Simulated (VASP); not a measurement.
# TiRu4 (P2_1/m) in VASP: further runs

The runs below take TiRu4 through single point, with PBE.

Program: VASP 6.6.1. These are calculated values, not measurements. Logs are shortened: lines on timing, memory, paths and dates and some standing lists are left out, and cuts for length are marked.

## 1. The cell of the first run

Symmetry: P2_1/m, No. 11, monoclinic system. The conventional cell has a = 4.754 Å, b = 4.350 Å, c = 7.251 Å, α = 90.00°, β = 108.74°, γ = 90.00°. Ti (site symmetry m) has 12 Ru at 2.68 to 2.79 Å within 3.5 Å. Within 3.5 Å of Ru (site symmetry m) lie 9 Ru at 2.67 to 2.75 Å and 3 Ti at 2.70 to 2.76 Å. Ru (site symmetry m) has 8 Ru at 2.67 to 2.80 Å and 4 Ti at 2.70 to 2.79 Å within 3.5 Å. Ru (site symmetry m) has 9 Ru at 2.68 to 2.80 Å and 3 Ti at 2.68 to 2.79 Å within 3.5 Å. Within 3.5 Å of Ru (site symmetry m) lie 10 Ru at 2.67 to 2.80 Å and 2 Ti at 2.74 to 2.78 Å.

## 2. Single point, PBE

The input, INCAR:

```
SYSTEM = TiRu4
ALGO     = Fast           ! electronic algorithm
EDIFF    = 1E-6           ! SCF threshold, eV
ENCUT    = 520            ! plane-wave cutoff, eV
GGA      = PE             ! functional
ISIF     = 2              ! what is computed and relaxed
ISMEAR   = 0              ! smearing method
LASPH    = .TRUE.         ! aspherical terms in the spheres
LCHARG   = .FALSE.        ! write CHGCAR
LREAL    = .FALSE.        ! projectors in reciprocal space
LWAVE    = .FALSE.        ! write WAVECAR
NBANDS   = 79             ! bands
NELM     = 80             ! most SCF steps
PREC     = Accurate       ! precision mode
SIGMA    = 0.2            ! smearing width, eV
```

The input, KPOINTS:

```
k-points
0
G
  4 4 3
  0 0 0
```

The input, POSCAR:

```
TiRu4
1.0
    4.7534735094      0.0000000000     -0.0165351784
    0.0000000000      4.3502483796      0.0000000000
   -2.3995467272      0.0000000000      6.8744858405
Ti Ru
2 8
Direct
    0.2558006415      0.7500000000      0.1996361386
    0.7441993585      0.2500000000      0.8003638614
    0.5351241389      0.2500000000      0.3988076737
    0.4648758611      0.7500000000      0.6011923263
    0.3401057145      0.2500000000      0.0047284509
    0.0708556445      0.7500000000      0.7940860287
    0.1358311029      0.2500000000      0.5965280552
    0.9291443555      0.2500000000      0.2059139713
    0.8641688971      0.7500000000      0.4034719448
    0.6598942855      0.7500000000     -0.0047284509
```

Potentials or basis: VASP PAW PBE potentials, release 64 (Ti_sv, Ru_pv).

Command:

```bash
> cat potpaw_PBE.64/Ti_sv/POTCAR potpaw_PBE.64/Ru_pv/POTCAR > POTCAR
> mpirun -np 1 vasp_std > vasp.out
```

OUTCAR:

```text
SYSTEM = TiRu4
   EDIFF = 1E-6
   ENCUT = 520
   GGA = PE
   ISIF = 2
   ISMEAR = 0
   LASPH = .TRUE.
   LREAL = .FALSE.
   NELM = 80
   PREC = Accurate

 ion  position               nearest neighbor table
   1  0.256  0.750  0.200-   8 2.68   8 2.68   5 2.70   5 2.70   3 2.70   3 2.70  10 2.73   9 2.74
                             4 2.76   9 2.78   6 2.79  10 2.79
   2  0.744  0.250  0.800-   6 2.68   6 2.68  10 2.70  10 2.70   4 2.70   4 2.70   5 2.73   7 2.74
                             3 2.76   7 2.78   8 2.79   5 2.79
   3  0.535  0.250  0.399-   9 2.67   9 2.67   8 2.69   1 2.70   1 2.70   5 2.71   4 2.71   4 2.71
                             7 2.74   7 2.74   8 2.75   2 2.76
   4  0.465  0.750  0.601-   7 2.67   7 2.67   6 2.69   2 2.70   2 2.70  10 2.71   3 2.71   3 2.71
                             9 2.74   9 2.74   6 2.75   1 2.76
   5  0.340  0.250  0.005-  10 2.67  10 2.67   8 2.69   1 2.70   1 2.70   3 2.71   6 2.72   6 2.72
                             2 2.73   2 2.79   7 2.80   8 2.80
   6  0.071  0.750  0.794-   7 2.68   7 2.68   2 2.68   2 2.68   9 2.68   4 2.69  10 2.69   5 2.72
                             5 2.72   4 2.75   1 2.79  10 2.80
   7  0.136  0.250  0.597-   4 2.67   4 2.67   9 2.68   9 2.68   6 2.68   6 2.68   8 2.68   3 2.74
                             3 2.74   2 2.74   2 2.78   5 2.80
   8  0.929  0.250  0.206-   9 2.68   9 2.68   1 2.68   1 2.68   7 2.68   3 2.69   5 2.69  10 2.72
                            10 2.72   3 2.75   2 2.79   5 2.80
   9  0.864  0.750  0.403-   3 2.67   3 2.67   7 2.68   7 2.68   8 2.68   8 2.68   6 2.68   4 2.74
                             4 2.74   1 2.74   1 2.78  10 2.80
  10  0.660  0.750  0.995-   5 2.67   5 2.67   6 2.69   2 2.70   2 2.70   4 2.71   8 2.72   8 2.72
                             1 2.73   1 2.79   9 2.80   6 2.80

  LATTYP: Found a simple monoclinic cell.
 ALAT       =     4.7535022685
 B/A-ratio  =     0.9151669935
 C/A-ratio  =     1.5253357118
 COS(beta)  =    -0.3213567294

  Lattice vectors:

 A1 = (   4.7534735094,   0.0000000000,  -0.0165351784)
 A2 = (   0.0000000000,  -4.3502483796,   0.0000000000)
 A3 = (  -2.3539267822,   0.0000000000,  -6.8579506621)

Analysis of symmetry for initial positions (statically):
=====================================================================
 Subroutine PRICEL returns:
 Original cell was already a primitive cell.

 Routine SETGRP: Setting up the symmetry group for a
 simple monoclinic supercell.

 Subroutine GETGRP returns: Found  4 space group operations
 (whereof  2 operations were pure point group operations)
 out of a pool of  4 trial point group operations.

[... 138 lines left out ...]
   PSTRESS=    0.0 pullay stress
   NELECT =     136.0000    total number of electrons
   NUPDOWN=      -1.0000    fix difference up-down
   EMIN   =  10.00;   EMAX   =-10.00  energy-range for DOS
   EFERMI =   0.00;   METHOD = LEGACY
   ISMEAR =     0;   SIGMA  =   0.20  broadening in eV -4-tet -1-fermi 0-gaus
   EFERMI_NEDOS =   21; number of points for ismear=-14 and -15
   IALGO  =     68    algorithm
   IMIX   =      4    mixing-type and parameters
     AMIX     =   0.40;   BMIX     =  1.00
     AMIX_MAG =   1.60;   BMIX_MAG =  1.00
  volume/ion in A,a.u.               =      14.20        95.82
  Fermi-wavevector in a.u.,A,eV,Ry     =   1.613771  3.049585 35.433063  2.604257
  Thomas-Fermi vector in A             =   2.708787
   LORBIT       =      0    0 simple, 1 ext, 2 COOP (PROOUT), +10 PAW based schemes
   GGA     = PE    functional components
   LHFCALC =     F    Hartree Fock is set to
   AEXX    =    0.0000 exact exchange contribution
   IVDW    =     0    specifies the selected vdW correction
   LEPSILON=     F    determine dielectric tensor
   LRPA    =     F    only Hartree local field effects (RPA)
 non-spin polarized calculation
 RMM-DIIS sequential band-by-band and
 Gauss-broadening in eV      SIGMA  =   0.20
  energy-cutoff  :      520.00
  volume of cell :      141.98
 maximum number of plane-waves:      3842
   NGX = 17   NGY = 17   NGZ = 27

 number of electron     136.0000039 magnetization

 Free energy of the ion-electron system (eV)
  ---------------------------------------------------
  ext. energy  EPLUGINS =         0.00000000
  ---------------------------------------------------
  free energy    TOTEN  =       -91.05606971 eV

  energy without entropy =      -90.77667768  energy(sigma->0) =      -90.91637369

 E-fermi :  11.5839     XC(G=0): -13.5601

 val. band max:       11.5759747285   @ k =   0.5000   0.0000   0.0000
 cond. band min:      11.5850208493   @ k =   0.0000   0.2500   0.3333
 fundamental gap:      0.0090461208
 Fermi energy:        11.5839350886

 k-point     1 :       0.0000    0.0000    0.0000
  band No.  band energies     occupation
      1     -44.9917      2.00000
      2     -44.9914      2.00000
      3     -31.5177      2.00000
      4     -31.3565      2.00000
      5     -31.2800      2.00000
      6     -31.2435      2.00000
[... 1711 lines left out ...]
     78      13.4171      0.00000
     79      14.0387      0.00000

------------------------ aborting loop because EDIFF is reached ----------------------------------------

  FORCE on cell =-STRESS in cart. coord.  units (eV):
  Direction    XX          YY          ZZ          XY          YZ          ZX
  --------------------------------------------------------------------------------------
  -------------------------------------------------------------------------------------
  Total        0.0589604     -0.0362861     -0.2267725      0.0000000      0.0000000     -0.0502939
  in kB        0.6653244     -0.4094615     -2.5589581      0.0000000      0.0000000     -0.5675294
  external PRESSURE =      -0.7676984 kB  Pullay stress =       0.0000000 kB

 VOLUME and BASIS-vectors are now :
 -----------------------------------------------------------------------------
  energy-cutoff  :      520.00
  volume of cell :      141.98
      direct lattice vectors                 reciprocal lattice vectors
     4.753473509  0.000000000 -0.016535178     0.210628220  0.000000000  0.073520008
     0.000000000  4.350248380  0.000000000     0.000000000  0.229871932  0.000000000
    -2.399546727  0.000000000  6.874485841     0.000506623  0.000000000  0.145642262

 POSITION                                       TOTAL-FORCE (eV/Angst)
 -----------------------------------------------------------------------------------
      0.73691      3.26269      1.36817        -0.049334     -0.000000      0.001961
      1.61702      1.08756      5.48978         0.049334      0.000000     -0.001961
      1.58674      1.08756      2.73275        -0.004540      0.000000      0.006248
      0.76719      3.26269      4.12520         0.004540      0.000000     -0.006248
      1.60534      1.08756      0.02688         0.040728     -0.000000      0.009707
     -1.56864      3.26269      5.45776        -0.007217      0.000000     -0.019695
     -0.78573      1.08756      4.09858        -0.008217      0.000000     -0.011164
      3.92256      1.08756      1.40019         0.007217      0.000000      0.019695
      3.13965      3.26269      2.75937         0.008217      0.000000      0.011164
      0.74859      3.26269      6.83107        -0.040728      0.000000     -0.009707
 -----------------------------------------------------------------------------------
    total drift:                                0.000000      0.000000     -0.000000

  FREE ENERGIE OF THE ION-ELECTRON SYSTEM (eV)
  ---------------------------------------------------
  free  energy   TOTEN  =       -91.0560697081 eV

  energy  without entropy=      -90.7766776777  energy(sigma->0) =      -90.91637369
```

OSZICAR:

```text
N       E                     dE             d eps       ncg     rms          rms(c)
DAV:   1     0.198299828656E+04    0.19830E+04   -0.77257E+04  3326   0.202E+03
DAV:   2     0.561441884122E+02   -0.19269E+04   -0.18892E+04  3318   0.641E+02
DAV:   3    -0.854525154921E+02   -0.14160E+03   -0.13330E+03  4466   0.159E+02
[... 18 lines left out ...]
RMM:  22    -0.910560633038E+02   -0.42906E-05   -0.46138E-05  4165   0.176E-02    0.206E-03
RMM:  23    -0.910560663461E+02   -0.30424E-05   -0.31961E-05  4097   0.151E-02    0.395E-03
RMM:  24    -0.910560679230E+02   -0.15769E-05   -0.16586E-05  3375   0.128E-02    0.244E-03
RMM:  25    -0.910560690816E+02   -0.11586E-05   -0.11676E-05  3248   0.117E-02    0.252E-03
RMM:  26    -0.910560697081E+02   -0.62646E-06   -0.62833E-06  3490   0.111E-02
   1 F= -.91056070E+02 E0= -.90916374E+02  d E =-.279392E+00
```

stdout:

```text
POSCAR found type information on POSCAR TiRu
 POSCAR found :  2 types and      10 ions
 scaLAPACK will be used
 LDA part: xc-table for (Slater+PW92), standard interpolation
 POSCAR, INCAR and KPOINTS ok, starting setup
 FFT: planning ... GRIDC
 FFT: planning ... GRID_SOFT
 FFT: planning ... GRID
 WAVECAR not read
 entering main loop
WARNING in EDDRMM: call to ZHEGV failed, returncode =   8  4     51
WARNING in EDDRMM: call to ZHEGV failed, returncode =   8  4     69
WARNING in EDDRMM: call to ZHEGV failed, returncode =   6  3     37
WARNING in EDDRMM: call to ZHEGV failed, returncode =   8  4     70
WARNING in EDDRMM: call to ZHEGV failed, returncode =   6  3     69
WARNING in EDDRMM: call to ZHEGV failed, returncode =   6  3     68
```

Wall time 11 min (1 thread of Intel Xeon 8259CL, shared host); peak memory 0.35 GiB.

Results:

```yaml
Free_energy: -91.0561 eV
Pressure: -0.1 GPa
Largest_force: 0.049 eV/Å
Band_gap_on_the_k_mesh: zero (bands 68 and 69 overlap by 0.35 eV)
```

Forces on the atoms (eV/Å):
```
Ti  -0.049  0.000  0.002
Ti   0.049  0.000 -0.002
Ru  -0.005  0.000  0.006
Ru   0.005  0.000 -0.006
Ru   0.041  0.000  0.010
Ru  -0.007  0.000 -0.020
Ru  -0.008  0.000 -0.011
Ru   0.007  0.000  0.020
Ru   0.008  0.000  0.011
Ru  -0.041  0.000 -0.010
```

Caveat: the k points lie up to 0.36 Å⁻¹ apart.

## 3. Single point, PBE (13.78 Å³/atom)

This run uses another cell than the first one, of 13.78 Å³/atom.

The input, INCAR:

```
SYSTEM = TiRu4
  ALGO = Fast
  EDIFF = 1E-6
  ENCUT = 520
  GGA = PE
  ISIF = 2
  ISMEAR = 0
  KPAR = 4
  LASPH = .TRUE.
  LCHARG = .TRUE.
  LREAL = .FALSE.
  LVHAR = .TRUE.
  LWAVE = .FALSE.
  NBANDS = 79
  NELM = 80
  PREC = Accurate
  SIGMA = 0.1
```

The input, KPOINTS:

```
k-points
0
G
  8 8 6
  0 0 0
```

The input, POSCAR:

```
TiRu4
1.0
    4.7192643509      0.0000000000     -0.0044270405
    0.0000000000      4.3103891386      0.0000000000
   -2.4123924219      0.0000000000      6.7757047911
Ti Ru
2 8
Direct
    0.2513355686      0.7500000000      0.1991022718
    0.7486644314      0.2500000000      0.8008977282
    0.5364245595      0.2500000000      0.3995712102
    0.4635754405      0.7500000000      0.6004287898
    0.3431219848      0.2500000000      0.0050786658
    0.0696915843      0.7500000000      0.7942712535
    0.1379092928      0.2500000000      0.5967812728
    0.9303084157      0.2500000000      0.2057287465
    0.8620907072      0.7500000000      0.4032187272
    0.6568780152      0.7500000000      0.9949213342
```

Potentials or basis: VASP PAW PBE potentials, release 64 (Ti_sv, Ru_pv).

Command:

```bash
> cat potpaw_PBE.64/Ti_sv/POTCAR potpaw_PBE.64/Ru_pv/POTCAR > POTCAR
> mpirun -np 4 vasp_std > vasp.out
```

Wall time 14 min (4 MPI ranks of Oxide Virtual Turin-like, shared host); peak memory 0.95 GiB.

The run converged. Its results:

- Free energy: -90.8414 eV
- Pressure: 8.2 GPa
- Largest force: 0.005 eV/Å
- Band gap on the k mesh: zero (bands 68 and 69 overlap by 0.57 eV)

Forces in eV/Å, atoms in the order of the input:
```
Ti   0.005  0.000  0.001
Ti  -0.005  0.000 -0.001
Ru  -0.001  0.000 -0.002
Ru   0.001  0.000  0.002
Ru  -0.001  0.000 -0.003
Ru  -0.001  0.000  0.002
Ru  -0.001  0.000  0.002
Ru   0.001  0.000 -0.002
Ru   0.001  0.000 -0.002
Ru   0.001  0.000  0.003
```

Levels at points of the mesh, in eV from the Fermi level:
```csv
k point,band 65,band 66,band 67,band 68,band 69,band 70,band 71,band 72
"(0.00, 0.00, 0.00)",-0.65,-0.58,-0.55,-0.37,0.01,0.45,0.80,1.33
"(0.50, 0.00, 0.00)",-0.74,-0.30,-0.02,0.07,0.12,0.26,0.43,0.47
"(0.00, 0.50, 0.00)",-0.79,-0.79,-0.40,-0.40,-0.10,-0.10,0.61,0.61
"(0.50, 0.50, 0.00)",-0.28,-0.28,-0.03,-0.03,0.09,0.09,1.00,1.00
"(0.00, 0.00, 0.50)",-0.71,-0.61,-0.41,-0.27,-0.24,-0.18,-0.18,0.56
"(0.50, 0.00, 0.50)",-0.48,-0.44,-0.28,-0.20,-0.07,0.33,0.47,0.69
"(0.00, 0.50, 0.50)",-0.39,-0.39,-0.17,-0.17,-0.07,-0.07,0.87,0.87
"(0.50, 0.50, 0.50)",-0.33,-0.33,0.10,0.10,0.30,0.30,1.05,1.05
```

Caveat: the cell stands under pressure.
